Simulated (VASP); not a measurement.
# GaSb3 (Immm) in VASP: further runs

GaSb3 is run at these levels: PBE+D3(BJ); tasks: single point.

Everything below comes from runs of VASP 6.6.1. Logs are shortened: lines on timing, memory, paths and dates and some standing lists are left out, and cuts for length are marked.

### Step 1. The cell of the first run

The structure is orthorhombic, space group Immm (No. 71). The conventional cell has a = 5.056 Å, b = 5.262 Å, c = 7.296 Å, α = 90.00°, β = 90.00°, γ = 90.00°. Within 4.1 Å of Ga (site symmetry mmm) lie 14 Sb at 3.12 to 3.65 Å. Sb (site symmetry mm2) has 4 Ga at 3.12 to 3.20 Å and 10 Sb at 3.12 to 3.65 Å within 4.1 Å. Within 4.1 Å of Sb (site symmetry mmm) lie 8 Sb at 3.12 to 3.20 Å and 6 Ga at 3.65 Å.

### Step 2. Single point, PBE+D3(BJ) (strain -0.0400 x Voigt [0, 0, 0, 0, 0, 1])

INCAR

```
SYSTEM = GaSb3
  PREC = Accurate
  ENCUT = 520
  EDIFF = 1E-6
  ISMEAR = 0
  SIGMA = 0.15
  LREAL = .False.
  LASPH = .True.
  NELM = 80
  ALGO = Normal
  ISIF = 2
  LWAVE = .False.
  LCHARG = .False.
  GGA = PE
  IVDW = 12
  NBANDS = 22
```

KPOINTS

```
regular mesh
0
Gamma
  12 12 12
  0 0 0
```

POSCAR

```
GaSb3
1.0
   -0.0729578020      3.6478901005      3.6478901005
    3.6478901005     -0.0729578020      3.6478901005
    3.5749322985      3.5749322985      0.0000000000
Ga Sb
1 3
Direct
    0.0000000000      0.0000000000      0.0000000000
    0.2500000000      0.2500000000      0.2500000000
    0.7500000000      0.7500000000      0.7500000000
    0.5000000000      0.5000000000      0.5000000000
```

Potentials or basis: VASP PAW PBE potentials, release 64 (Ga_d, Sb).

Launch:

```sh
$ cat potpaw_PBE.64/Ga_d/POTCAR potpaw_PBE.64/Sb/POTCAR > POTCAR
$ mpirun -np 1 vasp_std > vasp.out
```

OUTCAR:

```text
SYSTEM = GaSb3
   PREC = Accurate
   ENCUT = 520
   EDIFF = 1E-6
   ISMEAR = 0
   LREAL = .False.
   LASPH = .True.
   NELM = 80
   ISIF = 2
   GGA = PE
   IVDW = 12
 IVDW          = 12

 ion  position               nearest neighbor table
   1  0.000  0.000  0.000-   3 3.12   2 3.12   3 3.12   2 3.12   3 3.20   3 3.20   2 3.20   2 3.20

   2  0.250  0.250  0.250-   1 3.12   4 3.12   4 3.12   1 3.12   1 3.20   1 3.20   4 3.20   4 3.20
                             3 3.65   3 3.65   3 3.65   3 3.65   3 3.65   3 3.65
   3  0.750  0.750  0.750-   4 3.12   1 3.12   4 3.12   1 3.12   4 3.20   4 3.20   1 3.20   1 3.20
                             2 3.65   2 3.65   2 3.65   2 3.65   2 3.65   2 3.65
   4  0.500  0.500  0.500-   2 3.12   3 3.12   3 3.12   2 3.12   2 3.20   2 3.20   3 3.20   3 3.20

  LATTYP: Found a body centered orthorhombic cell.
 ALAT       =     5.0557177411
 B/A-ratio  =     1.0408163265
 C/A-ratio  =     1.4430750636

  Lattice vectors:

 A1 = (   0.0729578020,  -3.6478901005,  -3.6478901005)
 A2 = (  -0.0729578020,   3.6478901005,  -3.6478901005)
 A3 = (   3.6478901005,  -0.0729578020,   3.6478901005)

Analysis of symmetry for initial positions (statically):
=====================================================================
 Subroutine PRICEL returns:
 Original cell was already a primitive cell.

 Routine SETGRP: Setting up the symmetry group for a
 body centered orthorhombic supercell.

 Subroutine GETGRP returns: Found  8 space group operations
 (whereof  8 operations were pure point group operations)
 out of a pool of  8 trial point group operations.

The static configuration has the point symmetry D_2h.

Analysis of symmetry for dynamics (positions and initial velocities):
=====================================================================
 Subroutine PRICEL returns:
 Original cell was already a primitive cell.

 Routine SETGRP: Setting up the symmetry group for a
 body centered orthorhombic supercell.

 Subroutine GETGRP returns: Found  8 space group operations
 (whereof  8 operations were pure point group operations)
 out of a pool of  8 trial point group operations.

The dynamic configuration has the point symmetry D_2h.

 Subroutine INISYM returns: Found  8 space group operations
 (whereof  8 operations are pure point group operations),
 and found     1 'primitive' translations

----------------------------------------------------------------------------------------

                                     Primitive cell

  volume of cell :      97.0469

  direct lattice vectors                    reciprocal lattice vectors
    -0.072957802  3.647890101  3.647890101    -0.134377973  0.134377973  0.137065533
     3.647890101 -0.072957802  3.647890101     0.134377973 -0.134377973  0.137065533
     3.574932298  3.574932298  0.000000000     0.139862789  0.139862789 -0.137065533

  length of vectors
     5.159411518  5.159411518  5.055717741     0.234311416  0.234311416  0.240645298

  position of ions in fractional coordinates (direct lattice)
     0.000000000  0.000000000  0.000000000
     0.250000000  0.250000000  0.250000000
     0.750000000  0.750000000  0.750000000
     0.500000000  0.500000000  0.500000000

  ion indices of the primitive-cell ions
   primitive index   ion index
                 1           1
                 2           2
                 3           3
                 4           4

----------------------------------------------------------------------------------------

 KPOINTS: regular mesh

Automatic generation of k-mesh.
 Grid dimensions read from file:
 generate k-points for:   12   12   12

 Generating k-lattice:

  Cartesian coordinates                     Fractional coordinates (reciprocal lattice)
    -0.011198164  0.011198164  0.011422128     0.083333333 -0.000000000  0.000000000
     0.011198164 -0.011198164  0.011422128    -0.000000000  0.083333333  0.000000000
     0.011655232  0.011655232 -0.011422128    -0.000000000 -0.000000000  0.083333333

  Length of vectors
     0.019525951  0.019525951  0.020053775

  Shift w.r.t. Gamma in fractional coordinates (k-lattice)
     0.000000000  0.000000000  0.000000000

 Subroutine IBZKPT returns following result:
 ===========================================

 Found    280 irreducible k-points:

 Following reciprocal coordinates:
            Coordinates               Weight
  0.000000  0.000000  0.000000      1.000000
  0.083333  0.000000  0.000000      4.000000
  0.166667  0.000000  0.000000      4.000000
  0.250000  0.000000  0.000000      4.000000
  0.333333  0.000000  0.000000      4.000000
  0.416667  0.000000  0.000000      4.000000
[... 16 lines left out ...]
  0.500000  0.166667  0.000000      4.000000
 -0.416667  0.166667  0.000000      4.000000
 [... further k-points ...]
   k-points           NKPTS =    280   k-points in BZ     NKDIM =    280   number of bands    NBANDS=     22
   number of dos      NEDOS =    301   number of ions     NIONS =      4
   total plane-waves  NPLWV =  64000
   dimension x,y,z NGX =    40 NGY =   40 NGZ =   40
   dimension x,y,z NGXF=    80 NGYF=   80 NGZF=   80
   ions per type =               1   3
   NGX,Y,Z   is equivalent  to a cutoff of  12.89, 12.89, 13.15 a.u.
   NGXF,Y,Z  is equivalent  to a cutoff of  25.78, 25.78, 26.31 a.u.
 SYSTEM =  GaSb3
   PREC   = accura    normal or accurate (medium, high low for compatibility)
   ISTART =      0    job   : 0-new  1-cont  2-samecut
   ICHARG =      2    charge: 1-file 2-atom 10-const
   ISPIN  =      1    spin polarized calculation?
   LNONCOLLINEAR =      F non collinear calculations
   LSORBIT =      F    spin-orbit coupling
   LASPH  =      T    aspherical Exc in radial PAW
   ENCUT  =  520.0 eV  38.22 Ry    6.18 a.u.   9.59  9.59  9.40*2*pi/ulx,y,z
   NELM   =     80;   NELMIN=  2; NELMDL= -5     # of ELM steps
   EDIFF  = 0.1E-05   stopping-criterion for ELM
   LREAL  =      F    real-space projection
   EDIFFG = 0.1E-04   stopping-criterion for IOM
   NSW    =      0    number of steps for IOM
   IBRION =     -1    ionic relax: 0-MD 1-quasi-New 2-CG
   NFREE  =      0    steps in history (QN), initial steepest desc. (CG)
   ISIF   =      2    stress and relaxation
   ISYM   =      2    0-nonsym 1-usesym 2-fastsym
   POTIM  = 0.5000    time-step for ionic-motion
   TEBEG  =    0.0;   TEEND  =   0.0 temperature during run
   PSTRESS=    0.0 pullay stress
   NELECT =      28.0000    total number of electrons
   NUPDOWN=      -1.0000    fix difference up-down
   EMIN   =  10.00;   EMAX   =-10.00  energy-range for DOS
   EFERMI =   0.00;   METHOD = LEGACY
   ISMEAR =     0;   SIGMA  =   0.15  broadening in eV -4-tet -1-fermi 0-gaus
   EFERMI_NEDOS =   21; number of points for ismear=-14 and -15
   IALGO  =     38    algorithm
   IMIX   =      4    mixing-type and parameters
     AMIX     =   0.40;   BMIX     =  1.00
     AMIX_MAG =   1.60;   BMIX_MAG =  1.00
  volume/ion in A,a.u.               =      24.26       163.73
  Fermi-wavevector in a.u.,A,eV,Ry     =   1.081767  2.044243 15.921804  1.170220
  Thomas-Fermi vector in A             =   2.217792
   LORBIT       =      0    0 simple, 1 ext, 2 COOP (PROOUT), +10 PAW based schemes
   GGA     = PE    functional components
   LHFCALC =     F    Hartree Fock is set to
   AEXX    =    0.0000 exact exchange contribution
   IVDW    =    12    specifies the selected vdW correction
   LEPSILON=     F    determine dielectric tensor
   LRPA    =     F    only Hartree local field effects (RPA)
 non-spin polarized calculation
 Gauss-broadening in eV      SIGMA  =   0.15
  energy-cutoff  :      520.00
  volume of cell :       97.05
 maximum number of plane-waves:      2645
   NGX = 19   NGY = 19   NGZ = 19

 number of electron      27.9999999 magnetization

 Free energy of the ion-electron system (eV)
  ---------------------------------------------------
  ext. energy  EPLUGINS =         0.00000000
  ---------------------------------------------------
  free energy    TOTEN  =       -14.47322613 eV

  energy without entropy =      -14.44883225  energy(sigma->0) =      -14.46102919

 E-fermi :   8.2555     XC(G=0): -10.4928

 val. band max:        8.2518389400   @ k =  -0.0000  -0.0000   0.2500
 cond. band min:       8.2571308602   @ k =   0.3333  -0.0000   0.5000
 fundamental gap:      0.0052919202
 Fermi energy:         8.2554831317

 k-point     1 :       0.0000    0.0000    0.0000
  band No.  band energies     occupation
      1      -6.5548      2.00000
      2      -6.5546      2.00000
      3      -6.5533      2.00000
      4      -6.5382      2.00000
      5      -6.5375      2.00000
      6      -4.6685      2.00000
[... 14 lines left out ...]
     21      15.1884      0.00000
     22      15.5990      0.00000

 k-point     2 :       0.0833    0.0000    0.0000
  band No.  band energies     occupation
      1      -6.5549      2.00000
      2      -6.5544      2.00000
      3      -6.5534      2.00000
      4      -6.5383      2.00000
      5      -6.5376      2.00000
      6      -4.6132      2.00000
[... 14 lines left out ...]
     21      14.7208      0.00000
     22      15.3769      0.00000

 k-point     3 :       0.1667    0.0000    0.0000
  band No.  band energies     occupation
      1      -6.5558      2.00000
      2      -6.5539      2.00000
      3      -6.5531      2.00000
      4      -6.5384      2.00000
      5      -6.5379      2.00000
      6      -4.4481      2.00000
[... 14 lines left out ...]
     21      13.5996      0.00000
     22      14.8160      0.00000

 k-point     4 :       0.2500    0.0000    0.0000
  band No.  band energies     occupation
      1      -6.5575      2.00000
      2      -6.5532      2.00000
      3      -6.5524      2.00000
      4      -6.5386      2.00000
      5      -6.5382      2.00000
      6      -4.1760      2.00000
[... 14 lines left out ...]
     21      13.4390      0.00000
     22      13.9703      0.00000

 k-point     5 :       0.3333    0.0000    0.0000
  band No.  band energies     occupation
      1      -6.5593      2.00000
      2      -6.5526      2.00000
      3      -6.5517      2.00000
      4      -6.5387      2.00000
      5      -6.5385      2.00000
      6      -3.8059      2.00000
[... 14 lines left out ...]
     21      13.1805      0.00000
     22      14.4822      0.00000

 k-point     6 :       0.4167    0.0000    0.0000
  band No.  band energies     occupation
      1      -6.5608      2.00000
      2      -6.5522      2.00000
      3      -6.5512      2.00000
      4      -6.5388      2.00000
      5      -6.5387      2.00000
      6      -3.3721      2.00000
[... 14 lines left out ...]
     21      13.2683      0.00000
     22      15.6969      0.00000

 k-point     7 :       0.5000    0.0000    0.0000
  band No.  band energies     occupation
      1      -6.5613      2.00000
      2      -6.5520      2.00000
      3      -6.5510      2.00000
      4      -6.5388      2.00000
      5      -6.5387      2.00000
      6      -3.0870      2.00000
[... 324 lines left out ...]
      6      -4.1589      2.00000
[... 14 lines left out ...]
     21      13.7649      0.00000
     22      14.1996      0.00000

 k-point    21 :       0.3333    0.1667    0.0000
  band No.  band energies     occupation
      1      -6.5601      2.00000
      2      -6.5518      2.00000
      3      -6.5511      2.00000
      4      -6.5400      2.00000
      5      -6.5379      2.00000
      6      -3.8490      2.00000
[... 14 lines left out ...]
     21      13.0897      0.00000
     22      14.0572      0.00000

 k-point    22 :       0.4167    0.1667    0.0000
  band No.  band energies     occupation
      1      -6.5608      2.00000
      2      -6.5514      2.00000
      3      -6.5513      2.00000
      4      -6.5404      2.00000
      5      -6.5381      2.00000
      6      -3.4484      2.00000
[... 14 lines left out ...]
     21      13.6112      0.00000
     22      14.0805      0.00000

 k-point    23 :       0.5000    0.1667    0.0000
  band No.  band energies     occupation
      1      -6.5608      2.00000
      2      -6.5518      2.00000
      3      -6.5511      2.00000
      4      -6.5403      2.00000
      5      -6.5384      2.00000
      6      -3.0203      2.00000
[... 14 lines left out ...]
     21      13.3974      0.00000
     22      15.2883      0.00000

 k-point    24 :      -0.4167    0.1667    0.0000
  band No.  band energies     occupation
      1      -6.5600      2.00000
      2      -6.5526      2.00000
      3      -6.5512      2.00000
      4      -6.5400      2.00000
      5      -6.5387      2.00000
      6      -2.9437      2.00000
[... 14 lines left out ...]
     21      13.4189      0.00000
     22      16.2932      0.00000

 [... further k-points ...]

------------------------ aborting loop because EDIFF is reached ----------------------------------------

 Edisp (eV)   -1.91843

 E8    (eV) :    -0.8855

  FORCE on cell =-STRESS in cart. coord.  units (eV):
  Direction    XX          YY          ZZ          XY          YZ          ZX
  --------------------------------------------------------------------------------------
  -------------------------------------------------------------------------------------
  Total       0.16564     0.16564     0.30462     0.76131     0.00000     0.00000
  in kB       2.73461     2.73461     5.02902    12.56869     0.00000     0.00000
  external pressure =        3.50 kB  Pullay stress =        0.00 kB

 VOLUME and BASIS-vectors are now :
 -----------------------------------------------------------------------------
  energy-cutoff  :      520.00
  volume of cell :       97.05
      direct lattice vectors                 reciprocal lattice vectors
    -0.072957802  3.647890101  3.647890101    -0.134377973  0.134377973  0.137065533
     3.647890101 -0.072957802  3.647890101     0.134377973 -0.134377973  0.137065533
     3.574932298  3.574932298  0.000000000     0.139862789  0.139862789 -0.137065533

 POSITION                                       TOTAL-FORCE (eV/Angst)
 -----------------------------------------------------------------------------------
      0.00000      0.00000      0.00000         0.000000      0.000000      0.000000
      1.78747      1.78747      1.82395        -0.000000     -0.000000     -0.124666
      5.36240      5.36240      5.47184         0.000000      0.000000      0.124666
      3.57493      3.57493      3.64789        -0.000000     -0.000000      0.000000
 -----------------------------------------------------------------------------------
    total drift:                               -0.000000      0.000000      0.000000

  FREE ENERGIE OF THE ION-ELECTRON SYSTEM (eV)
  ---------------------------------------------------
  free  energy   TOTEN  =       -16.3916551169 eV

  energy  without entropy=      -16.3672612397  energy(sigma->0) =      -16.37945818
```

Run time: 12 min. Hardware: 1 thread of Oxide Virtual Turin-like, shared host; peak memory 0.64 GiB.

Results:

```yaml
Free_energy: -16.3917 eV
Pressure: 0.3 GPa
Largest_force: 0.125 eV/Å
Band_gap_on_the_k_mesh: zero (band 14 reaches 9.82 eV, above the bottom of band 15 at 5.72 eV)
Dispersion_energy_per_atom: -0.480 eV
```

Forces in eV/Å, atoms in the order of the input:
```
Ga   0.000  0.000  0.000
Sb   0.000  0.000 -0.125
Sb   0.000  0.000  0.125
Sb   0.000  0.000  0.000
```

Caveat: the cell differs from its parent crystal (strain -0.0400 x Voigt [0, 0, 0, 0, 0, 1]); spin-orbit coupling is left out, which moves the levels of the heavy elements; pairwise dispersion overbinds metals, which lowers pressure and volume.

### Step 3. Single point, PBE+D3(BJ) (strain +0.0300 x Voigt [0, 0, 0, 0, 0, 1])

INCAR

```
SYSTEM = GaSb3
ALGO = Normal ; EDIFF = 1E-6
ENCUT = 520 ; GGA = PE
ISIF = 2 ; ISMEAR = 0
IVDW = 12 ; LASPH = .TRUE.
LCHARG = .TRUE. ; LELF = .TRUE.
LREAL = .FALSE. ; LVHAR = .TRUE.
LWAVE = .FALSE. ; NBANDS = 22
NELM = 100 ; PREC = Accurate
SIGMA = 0.15
```

KPOINTS

```
k-points
0
G
  12 12 12
  0 0 0
```

POSCAR

```
GaSb3
1.0
    0.0547183515      3.6478901005      3.6478901005
    3.6478901005      0.0547183515      3.6478901005
    3.7026084520      3.7026084520      0.0000000000
Ga Sb
1 3
Direct
    0.0000000000      0.0000000000      0.0000000000
    0.2500000000      0.2500000000      0.2500000000
    0.7500000000      0.7500000000      0.7500000000
    0.5000000000      0.5000000000      0.5000000000
```

Potentials or basis: VASP PAW PBE potentials, release 64 (Ga_d, Sb).

Launch:

```sh
$ cat potpaw_PBE.64/Ga_d/POTCAR potpaw_PBE.64/Sb/POTCAR > POTCAR
$ mpirun -np 1 vasp_std > vasp.out
```

Wall time 14 min (1 thread of Oxide Virtual Turin-like, shared host); peak memory 0.64 GiB.

Results (log left out):

```yaml
Free_energy: -16.3983 eV
Pressure: 0.3 GPa
Largest_force: 0.096 eV/Å
Band_gap_on_the_k_mesh: zero (band 14 reaches 9.83 eV, above the bottom of band 15 at 5.71 eV)
Dispersion_energy_per_atom: -0.479 eV
```

Forces in eV/Å, atoms in the order of the input:
```
Ga   0.000  0.000  0.000
Sb   0.000  0.000  0.096
Sb   0.000  0.000 -0.096
Sb   0.000  0.000  0.000
```

Stress tensor (GPa, compression positive):
```
 0.28 -0.93  0.00
-0.93  0.28  0.00
 0.00  0.00  0.40
```

Levels at points of the mesh, in eV from the Fermi level:
```
           k point  band 12  band 13  band 14  band 15  band 16  band 17
(0.00, 0.00, 0.00)    -2.63    -2.57    -2.54    -2.54    -0.83    -0.78
(0.50, 0.00, 0.00)    -2.84    -2.83    -0.25     0.11     2.13     2.40
(0.50, 0.50, 0.00)     0.90     1.07     1.27     1.29     1.93     2.13
(0.00, 0.00, 0.50)    -2.78    -2.77    -0.20     0.14     2.05     2.26
(0.50, 0.00, 0.50)     0.87     1.02     1.17     1.42     2.00     2.06
```

Caveat: the cell differs from its parent crystal (strain +0.0300 x Voigt [0, 0, 0, 0, 0, 1]); spin-orbit coupling is left out, which moves the levels of the heavy elements; pairwise dispersion overbinds metals, which lowers pressure and volume.

[end of part 1 of 2]
